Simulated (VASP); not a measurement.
# Rh (Fm-3m) in VASP: further runs

Rh is run at these levels: r2SCAN; tasks: single point, relaxation of cell and atoms.

Everything below comes from runs of VASP 6.6.1. Logs are shortened: lines on timing, memory, paths and dates and some standing lists are left out, and cuts for length are marked.

## Step 1: The cell of the first run

It takes space group Fm-3m (No. 225, cubic). The conventional cell has a = 3.947 Å, b = 3.947 Å, c = 3.947 Å, α = 90.00°, β = 90.00°, γ = 90.00°. Rh (site symmetry m-3m) has 12 Rh at 2.79 Å within 3.7 Å.

## Step 2: Single point, r2SCAN, collinear spin, ferromagnetic start (15.37 Å³/atom)

File POSCAR:

```
Rh
1.0
    0.0000000000      1.9733027232      1.9733027232
    1.9733027232      0.0000000000      1.9733027232
    1.9733027232      1.9733027232      0.0000000000
Rh
1
Direct
    0.0000000000      0.0000000000      0.0000000000
```

File INCAR.step1:

```
SYSTEM = Rh
  PREC = Accurate
  ENCUT = 520
  ISMEAR = -1
  SIGMA = 0.05
  LREAL = .False.
  LASPH = .True.
  NELM = 150
  ISPIN = 2
  MAGMOM = 1
  LMAXMIX = 4
  NBANDS = 18
  GGA = PE
  ALGO = Normal
  EDIFF = 1E-4
  LWAVE = .True.
  LCHARG = .False.
```

File INCAR.step2:

```
SYSTEM = Rh
  PREC = Accurate
  ENCUT = 520
  EDIFF = 1E-6
  ISMEAR = -1
  SIGMA = 0.05
  LREAL = .False.
  LASPH = .True.
  NELM = 150
  ALGO = Normal
  ISIF = 2
  LWAVE = .False.
  LCHARG = .False.
  ISPIN = 2
  MAGMOM = 1
  LORBIT = 11
  LMAXMIX = 4
  METAGGA = R2SCAN
  LMIXTAU = .True.
  NBANDS = 18
  ISTART = 1
```

File KPOINTS:

```
Automatic mesh
0
Gamma
  23 23 23
  0 0 0
```

Potentials or basis: VASP PAW PBE potentials, release 64 (Rh_pv).

Started as:

```console
> cat potpaw_PBE.64/Rh_pv/POTCAR > POTCAR
> cp INCAR.step1 INCAR
> mpirun -np 1 vasp_std > vasp.out
> cp INCAR.step2 INCAR
> mpirun -np 1 vasp_std > vasp.out
```

OUTCAR:

```text
SYSTEM = Rh
   PREC = Accurate
   ENCUT = 520
   EDIFF = 1E-6
   ISMEAR = -1
   LREAL = .False.
   LASPH = .True.
   NELM = 150
   ISIF = 2
   ISPIN = 2
   LORBIT = 11
   METAGGA = R2SCAN
   ISTART = 1

 ion  position               nearest neighbor table
   1  0.000  0.000  0.000-

  LATTYP: Found a face centered cubic cell.
 ALAT       =     3.9466054464

  Lattice vectors:

 A1 = (   0.0000000000,   1.9733027232,   1.9733027232)
 A2 = (   1.9733027232,   0.0000000000,   1.9733027232)
 A3 = (   1.9733027232,   1.9733027232,   0.0000000000)

Analysis of symmetry for initial positions (statically):
=====================================================================
 Subroutine PRICEL returns:
 Original cell was already a primitive cell.

 Routine SETGRP: Setting up the symmetry group for a
 face centered cubic supercell.

 Subroutine GETGRP returns: Found 48 space group operations
 (whereof 48 operations were pure point group operations)
 out of a pool of 48 trial point group operations.

The static configuration has the point symmetry O_h .

Analysis of symmetry for dynamics (positions and initial velocities):
=====================================================================
 Subroutine PRICEL returns:
 Original cell was already a primitive cell.

 Routine SETGRP: Setting up the symmetry group for a
 face centered cubic supercell.

 Subroutine GETGRP returns: Found 48 space group operations
 (whereof 48 operations were pure point group operations)
 out of a pool of 48 trial point group operations.

The dynamic configuration has the point symmetry O_h .

Analysis of structural, dynamic, and magnetic symmetry:
=====================================================================
 Subroutine PRICEL returns:
 Original cell was already a primitive cell.

 Routine SETGRP: Setting up the symmetry group for a
 face centered cubic supercell.

 Subroutine GETGRP returns: Found 48 space group operations
 (whereof 48 operations were pure point group operations)
 out of a pool of 48 trial point group operations.

The overall configuration has the point symmetry O_h .

 Subroutine INISYM returns: Found 48 space group operations
 (whereof 48 operations are pure point group operations),
 and found     1 'primitive' translations

----------------------------------------------------------------------------------------

                                     Primitive cell

  volume of cell :      15.3678

  direct lattice vectors                    reciprocal lattice vectors
     0.000000000  1.973302723  1.973302723    -0.253382309  0.253382309  0.253382309
[... 93 lines left out ...]
   TEBEG  =    0.0;   TEEND  =   0.0 temperature during run
   PSTRESS=    0.0 pullay stress
   NELECT =      15.0000    total number of electrons
   NUPDOWN=      -1.0000    fix difference up-down
   EMIN   =  10.00;   EMAX   =-10.00  energy-range for DOS
   EFERMI =   0.00;   METHOD = LEGACY
   ISMEAR =    -1;   SIGMA  =   0.05  broadening in eV -4-tet -1-fermi 0-gaus
   EFERMI_NEDOS =   21; number of points for ismear=-14 and -15
   IALGO  =     38    algorithm
   IMIX   =      4    mixing-type and parameters
     AMIX     =   0.40;   BMIX     =  1.00
     AMIX_MAG =   1.60;   BMIX_MAG =  1.00
  volume/ion in A,a.u.               =      15.37       103.71
  Fermi-wavevector in a.u.,A,eV,Ry     =   1.623933  3.068789 35.880734  2.637160
  Thomas-Fermi vector in A             =   2.717303
   LORBIT       =     11    0 simple, 1 ext, 2 COOP (PROOUT), +10 PAW based schemes
   METAGGA = R2SCAN    functional components
   LHFCALC =     F    Hartree Fock is set to
   AEXX    =    0.0000 exact exchange contribution
   IVDW    =     0    specifies the selected vdW correction
   LEPSILON=     F    determine dielectric tensor
   LRPA    =     F    only Hartree local field effects (RPA)
 spin polarized calculation
  energy-cutoff  :      520.00
  volume of cell :       15.37
 maximum number of plane-waves:       428
 NGX is ok and might be reduce to    24
   NGX = 11   NGY = 11   NGZ = 11

 number of electron      15.0000002 magnetization      -0.0001793

 Free energy of the ion-electron system (eV)
  ---------------------------------------------------
  ext. energy  EPLUGINS =         0.00000000
  ---------------------------------------------------
  free energy    TOTEN  =       -24.01516044 eV

  energy without entropy =      -24.00310533  energy(sigma->0) =      -24.00913288

 E-fermi :   9.8014     XC(G=0): -14.3810

 val. band max:        9.7969639515   @ k =   0.3913   0.2174   0.0435
 cond. band min:       9.8042203068   @ k =  -0.4783   0.2609   0.1304
 fundamental gap:      0.0072563553
 Fermi energy:         9.8013706572

 spin component 1

 k-point     1 :       0.0000    0.0000    0.0000
  band No.  band energies     occupation
      1     -37.7835      1.00000
      2     -37.7835      1.00000
      3     -37.7835      1.00000
      4       2.4557      1.00000
      5       7.1439      1.00000
      6       7.1439      1.00000
[... 493 lines left out ...]
     17      41.4507      0.00000
     18      47.6707      0.00000

 [... further k-points ...]

 spin component 2

 k-point     1 :       0.0000    0.0000    0.0000
  band No.  band energies     occupation
      1     -37.7837      1.00000
      2     -37.7837      1.00000
      3     -37.7837      1.00000
      4       2.4557      1.00000
      5       7.1437      1.00000
      6       7.1437      1.00000
[... 493 lines left out ...]
     17      41.4507      0.00000
     18      47.6708      0.00000

 [... further k-points ...]
[... 5 lines left out ...]
  --------------------------------------------------------------------------------------
  -------------------------------------------------------------------------------------
  Total       -2.2155566     -2.2155566     -2.2155566     -0.0000000      0.0000000     -0.0000000
  in kB     -230.9842098   -230.9842098   -230.9842098     -0.0000000      0.0000000     -0.0000000
  external PRESSURE =    -230.9842098 kB  Pullay stress =       0.0000000 kB

 VOLUME and BASIS-vectors are now :
 -----------------------------------------------------------------------------
  energy-cutoff  :      520.00
  volume of cell :       15.37
      direct lattice vectors                 reciprocal lattice vectors
     0.000000000  1.973302723  1.973302723    -0.253382309  0.253382309  0.253382309
     1.973302723  0.000000000  1.973302723     0.253382309 -0.253382309  0.253382309
     1.973302723  1.973302723  0.000000000     0.253382309  0.253382309 -0.253382309

 POSITION                                       TOTAL-FORCE (eV/Angst)
 -----------------------------------------------------------------------------------
      0.00000      0.00000      0.00000         0.000000      0.000000      0.000000
 -----------------------------------------------------------------------------------
    total drift:                               -0.000000     -0.000000     -0.000000

  FREE ENERGIE OF THE ION-ELECTRON SYSTEM (eV)
  ---------------------------------------------------
  free  energy   TOTEN  =       -24.0151604373 eV

  energy  without entropy=      -24.0031053310  energy(sigma->0) =      -24.00913288

 total charge

# of ion       s       p       d       tot
------------------------------------------
    1        0.382   6.232   7.029  13.643

 magnetization (x)

# of ion       s       p       d       tot
------------------------------------------
    1        0.000   0.000  -0.000  -0.000
```

OSZICAR.step1:

```text
N       E                     dE             d eps       ncg     rms          rms(c)
DAV:   1     0.132775314343E+03    0.13278E+03   -0.82845E+03 26416   0.910E+02
DAV:   2    -0.503674217309E+01   -0.13781E+03   -0.13039E+03 27972   0.292E+02
DAV:   3    -0.759731388611E+01   -0.25606E+01   -0.25456E+01 30074   0.421E+01
DAV:   4    -0.760670658917E+01   -0.93927E-02   -0.93918E-02 29014   0.258E+00
DAV:   5    -0.760677005064E+01   -0.63461E-04   -0.63460E-04 28566   0.190E-01    0.824E+00
DAV:   6    -0.718459612167E+01    0.42217E+00   -0.57645E-01 27148   0.100E+01    0.254E+00
DAV:   7    -0.718338670916E+01    0.12094E-02   -0.13489E-02 28066   0.117E+00    0.139E+00
DAV:   8    -0.718181622578E+01    0.15705E-02   -0.24017E-03 28784   0.552E-01    0.742E-01
DAV:   9    -0.718249358740E+01   -0.67736E-03   -0.70920E-04 27626   0.273E-01    0.112E-01
DAV:  10    -0.718255527013E+01   -0.61683E-04   -0.26699E-05 14474   0.534E-02
   1 F= -.71825553E+01 E0= -.71760909E+01  d E =-.129287E-01  mag=    -0.0010
```

Wall time 6.8 min (1 thread of AMD EPYC 9R45 (Zen 5), shared host); peak memory 0.24 GiB.

Results:

| Property | Result |
| --- | --- |
| Free energy | -24.0152 eV |
| Pressure | -23.1 GPa |
| Net moment | 0.00 μB per cell |
| Valence electrons inside the program's atomic spheres | Rh 13.64 |

Levels at points of the mesh, in eV from the Fermi level:
Spin up:
```tsv
k point	band 4	band 5	band 6	band 7	band 8	band 9	band 10	band 11
(0.00, 0.00, 0.00)	-7.35	-2.66	-2.66	-2.66	-0.91	-0.91	16.73	17.57
```
Spin down:
| k point | band 4 | band 5 | band 6 | band 7 | band 8 | band 9 | band 10 | band 11 |
| --- | --- | --- | --- | --- | --- | --- | --- | --- |
| (0.00, 0.00, 0.00) | -7.35 | -2.66 | -2.66 | -2.66 | -0.91 | -0.91 | 16.73 | 17.57 |

Caveat: the cell stands under tension; an empty level that is flat over the whole mesh can mark a ghost state of the potentials, or a narrow d or f band; the PAW data sets were made with another functional, which shifts forces and pressure a little.

## Step 3: Single point, r2SCAN, collinear spin, ferromagnetic start

This run uses another cell than the first one, of 13.72 Å³/atom.

File POSCAR:

```
Rh
1.0
    0.0000000000      1.9001968935      1.9001968935
    1.9001968935      0.0000000000      1.9001968935
    1.9001968935      1.9001968935      0.0000000000
Rh
1
Direct
    0.0000000000      0.0000000000      0.0000000000
```

File INCAR.step1:

```
SYSTEM = Rh
PREC = Accurate ; ENCUT = 550
ISMEAR = -1 ; SIGMA = 0.05
LREAL = .False. ; LASPH = .True.
NELM = 200 ; ISPIN = 2
MAGMOM = 1 ; LMAXMIX = 4
NBANDS = 18 ; GGA = PE
ALGO = Normal ; EDIFF = 1E-5
LWAVE = .True. ; LCHARG = .False.
GGA_COMPAT = .False.
```

File INCAR.step2:

```
SYSTEM = Rh
PREC = Accurate ; ENCUT = 550
EDIFF = 1E-6 ; ISMEAR = -1
SIGMA = 0.05 ; LREAL = .False.
LASPH = .True. ; NELM = 200
ALGO = Normal ; ISIF = 2
LWAVE = .False. ; LCHARG = .True.
ISPIN = 2 ; MAGMOM = 1
LORBIT = 11 ; LMAXMIX = 4
METAGGA = R2SCAN ; LMIXTAU = .True.
LELF = .True. ; LVHAR = .True.
NBANDS = 18 ; ISTART = 1
GGA_COMPAT = .False.
```

File KPOINTS:

```
Automatic mesh
0
Gamma
  14 14 14
  0 0 0
```

Potentials or basis: VASP PAW PBE potentials, release 64 (Rh_pv).

Started as:

```console
> cat potpaw_PBE.64/Rh_pv/POTCAR > POTCAR
> cp INCAR.step1 INCAR
> mpirun -np 1 vasp_std > vasp.out
> cp INCAR.step2 INCAR
> mpirun -np 1 vasp_std > vasp.out
```

Run time: 5.8 min. Hardware: 1 thread of Oxide Virtual Turin-like, shared host; peak memory 0.15 GiB.

The run converged. Its results:

```yaml
Free_energy: -24.1427 eV
Pressure: 1.1 GPa
Net_moment: 0.00 μB per cell
Valence_electrons_inside_the_program's_atomic_spheres: Rh 13.82
```

Levels at points of the mesh, in eV from the Fermi level:
Spin up:
```
           k point  band 4  band 5  band 6  band 7  band 8  band 9  band 10  band 11
(0.00, 0.00, 0.00)   -8.18   -3.16   -3.16   -3.16   -1.05   -1.05    16.73    17.43
(0.50, 0.00, 0.00)   -6.33   -3.27   -3.27    0.61    0.61    0.92     9.13    16.28
(0.50, 0.50, 0.00)   -6.55   -6.17    0.54    1.07    1.07    3.50    12.92    14.03
```
Spin down:
```
           k point  band 3  band 4  band 5  band 6  band 7  band 8  band 9  band 10  band 11  band 12
(0.00, 0.00, 0.00)  -47.76   -8.18   -3.16   -3.16   -3.16   -1.05   -1.05    16.73    17.43    22.49
(0.50, 0.00, 0.00)  -47.87   -6.33   -3.27   -3.27    0.61    0.61    0.92     9.13    16.28    17.43
(0.50, 0.50, 0.00)  -48.05   -6.55   -6.17    0.54    1.07    1.07    3.50    12.92    14.03    14.03
```

Caveat: an empty level that is flat over the whole mesh can mark a ghost state of the potentials, or a narrow d or f band; the PAW data sets were made with another functional, which shifts forces and pressure a little.

## Step 4: Single point, r2SCAN, collinear spin, ferromagnetic start

This run uses another cell than the first one, of 13.72 Å³/atom.

POSCAR is that of step 3.

File INCAR.step1:

```
  ALGO = Normal
  EDIFF = 1E-5
  ENCUT = 550
  GGA = PE
  GGA_COMPAT = F
  ISMEAR = -1
  ISPIN = 2
  LASPH = T
  LCHARG = F
  LMAXMIX = 4
  LREAL = F
  LWAVE = T
  MAGMOM = 1
  NBANDS = 18
  NELM = 200
  PREC = Accurate
  SIGMA = 0.05
```

File INCAR.step2:

```
  ALGO = Normal
  EDIFF = 1E-6
  ENCUT = 550
  GGA_COMPAT = F
  ISIF = 2
  ISMEAR = -1
  ISPIN = 2
  ISTART = 1
  LASPH = T
  LCHARG = F
  LMAXMIX = 4
  LMIXTAU = T
  LORBIT = 11
  LREAL = F
  LWAVE = F
  MAGMOM = 1
  METAGGA = R2SCAN
  NBANDS = 18
  NELM = 200
  PREC = Accurate
  SIGMA = 0.05
```

File KPOINTS:

```
k-points
0
Gamma
  23 23 23
```

Started as:

```console
> cat potpaw_PBE.64/Rh_pv/POTCAR > POTCAR
> cp INCAR.step1 INCAR
> mpirun -np 1 vasp_std > vasp.out
> cp INCAR.step2 INCAR
> mpirun -np 1 vasp_std > vasp.out
```

It took 21 min on 1 thread of Oxide Virtual Turin-like, shared host; peak memory 0.23 GiB.

Results (log left out):

```yaml
Free_energy: -24.1422 eV
Pressure: 1.1 GPa
Net_moment: 0.00 μB per cell
Valence_electrons_inside_the_program's_atomic_spheres: Rh 13.82
```

Levels at points of the mesh, in eV from the Fermi level:
Spin up:
```
           k point  band 4  band 5  band 6  band 7  band 8  band 9  band 10  band 11
(0.00, 0.00, 0.00)   -8.19   -3.18   -3.18   -3.18   -1.07   -1.07    16.72    17.39
```
Spin down:
| k point | band 3 | band 4 | band 5 | band 6 | band 7 | band 8 | band 9 | band 10 | band 11 | band 12 |
| --- | --- | --- | --- | --- | --- | --- | --- | --- | --- | --- |
| (0.00, 0.00, 0.00) | -47.79 | -8.19 | -3.18 | -3.18 | -3.18 | -1.07 | -1.07 | 16.72 | 17.39 | 22.48 |

Caveat: the PAW data sets were made with another functional, which shifts forces and pressure a little.

(Part 1 of 2 ends here.)
